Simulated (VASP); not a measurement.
A run of VASP 6.6.1 is set up as follows.

The input INCAR:

```
PREC = Accurate
ENCUT = 520
EDIFF = 1E-6
ISMEAR = 0
SIGMA = 0.1
LREAL = Auto
LASPH = T
NELM = 100
ALGO = Normal
ISIF = 2
LWAVE = F
LCHARG = F
LDIPOL = T
IDIPOL = 3
DIPOL = 0.5 0.5 0.459
GGA = PE
IVDW = 12
NBANDS = 150
```

KPOINTS

```
regular mesh
0
Gamma
  3 3 1
```

File POSCAR:

```
TiC
1.0
    6.0686302234      0.0000000000      0.0000000000
    0.0000000000      6.0686302234      0.0000000000
    0.0000000000      0.0000000000     24.4367543752
Ti C
16 16
Direct
    0.2500000000      0.2500000000      0.3273757176
    0.2500000000      0.7500000000      0.3273757176
    0.7500000000      0.2500000000      0.3273757176
    0.7500000000      0.7500000000      0.3273757176
    0.5000000000      0.5000000000      0.4151772627
    0.5000000000      0.0000000000      0.4151772627
    0.0000000000      0.5000000000      0.4151772627
    0.0000000000      0.0000000000      0.4151772627
    0.7498819373      0.7485573547      0.5026230982
    0.7501149264      0.2512038193      0.5026100607
    0.2501112374      0.7485513812      0.5026226722
    0.2498816393      0.2512085965      0.5026063655
    0.0000164196     -0.0007526228      0.5876531540
   -0.0000083560      0.4996082316      0.5905279198
    0.5000008405      0.0004344511      0.5876468577
    0.5000188563      0.5000854605      0.5905190900
    0.5000000000      0.5000000000      0.3273757176
    0.5000000000      0.0000000000      0.3273757176
    0.0000000000      0.5000000000      0.3273757176
    0.0000000000      0.0000000000      0.3273757176
    0.7500000000      0.7500000000      0.4151772627
    0.7500000000      0.2500000000      0.4151772627
    0.2500000000      0.7500000000      0.4151772627
    0.2500000000      0.2500000000      0.4151772627
    0.0000006621      0.0000835888      0.5026212841
   -0.0000045785      0.4996244539      0.5028458541
    0.4999975163     -0.0003885816      0.5026220449
    0.4999967313      0.5000757435      0.5028344594
    0.2513951602      0.2478170395      0.5918459348
    0.2486461351      0.7516832061      0.5918959026
    0.7486232707      0.2478143413      0.5918454725
    0.7513675350      0.7516851302      0.5919046908
```

Potentials or basis: VASP PAW PBE potentials, release 64 (Ti_sv, C).

Run with:

```console
$ cat potpaw_PBE.64/Ti_sv/POTCAR potpaw_PBE.64/C/POTCAR > POTCAR
$ mpirun -np 1 vasp_std > vasp.out
```

Question: Estimate the largest force.

Answer: 1.464 eV/Å.

Question: Predict the dispersion energy per atom.

Answer: -0.340 eV.

Question: Predict the band gap on the k mesh.

Answer: Zero (bands 128 and 129 overlap by 0.09 eV).

Forces in eV/Å, atoms in the order of the input:
```
Ti   0.002 -0.004  1.463
Ti  -0.002  0.005  1.464
Ti  -0.002 -0.004  1.463
Ti   0.002  0.005  1.464
Ti   0.000  0.000  0.190
Ti   0.000 -0.004  0.193
Ti   0.000 -0.001  0.191
Ti   0.000 -0.001  0.193
Ti   0.011  0.053 -0.196
Ti  -0.015 -0.062 -0.194
Ti  -0.011  0.052 -0.195
Ti   0.015 -0.061 -0.192
Ti  -0.001  0.055 -0.271
Ti   0.002  0.005 -1.109
Ti   0.000 -0.059 -0.268
Ti  -0.002 -0.011 -1.105
C    0.000 -0.001 -1.167
C    0.000  0.003 -1.181
C    0.000  0.002 -1.166
C    0.000 -0.001 -1.181
C   -0.002 -0.004 -0.437
C    0.002  0.000 -0.440
C    0.002 -0.004 -0.438
C   -0.002  0.000 -0.440
C    0.000 -0.023  0.151
C    0.001  0.017  0.405
C    0.000  0.025  0.147
C    0.001 -0.007  0.409
C   -0.115  0.258  0.566
C    0.112 -0.245  0.557
C    0.115  0.259  0.566
C   -0.112 -0.245  0.556
```
